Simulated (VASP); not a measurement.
# BN: single point with r2SCAN

The system is BN.

```
N B
1.0
     2.50180    0.00000    0.00000
    -1.25090    2.16663    0.00000
     0.00000    0.00000    4.14057
N B
2 2
Direct
  0.33333 0.66667 0.12528
  0.66667 0.33333 0.62528
  0.33333 0.66667 0.49972
  0.66667 0.33333 0.99972
```

| Property | Result |
| --- | --- |
| Program | VASP 6.6.1 |
| Task | single point |
| Functional | r2SCAN |
| Potentials or basis | VASP PAW PBE potentials, release 64 (N, B) |
| Cutoff | 520 eV |
| k mesh | 12 × 12 × 6 |
| Occupations | fermi-dirac, width 0.05 eV |
| Spin | no spin polarisation |
| Dipole correction | no |
| Further INCAR settings | ALGO = Normal; EDIFF = 1e-06; NBANDS = 16 |

| Property | Result |
| --- | --- |
| Pressure | 22.5 GPa |
| Largest force | 0.029 eV/Å |
| Band gap on the k mesh | 5.63 eV, indirect (least direct gap 9.23 eV) |

Forces on the atoms (eV/Å):
```
N    0.000  0.000  0.029
N    0.000  0.000  0.029
B    0.000  0.000 -0.029
B    0.000  0.000 -0.029
```

Stress tensor (GPa, compression positive):
```
22.68  0.00  0.00
 0.00 22.68  0.00
 0.00  0.00 22.27
```

Levels at points of the mesh, in eV from the valence-band top:
| k point | band 6 | band 7 | band 8 | band 9 | band 10 | band 11 |
| --- | --- | --- | --- | --- | --- | --- |
| (0.00, 0.00, 0.00) | -0.30 | 0.00 | 0.00 | 9.29 | 9.29 | 9.59 |
| (0.50, 0.00, 0.00) | -5.46 | -4.80 | -2.31 | 7.49 | 8.76 | 11.64 |
| (0.00, 0.00, 0.50) | -1.28 | -1.28 | -1.28 | 10.74 | 10.74 | 10.96 |
| (0.50, 0.00, 0.50) | -4.13 | -3.91 | -3.91 | 7.39 | 7.39 | 11.07 |

Run time: 39 s on 1 thread of Intel(R) Xeon(R) 6975P-C (Granite Rapids), on a shared host, peak memory 0.15 GiB.

Caveat: the PAW data sets were made with another functional, which shifts forces and pressure a little. r2SCAN opens gaps a little over a GGA but as a rule still falls short of measured ones.
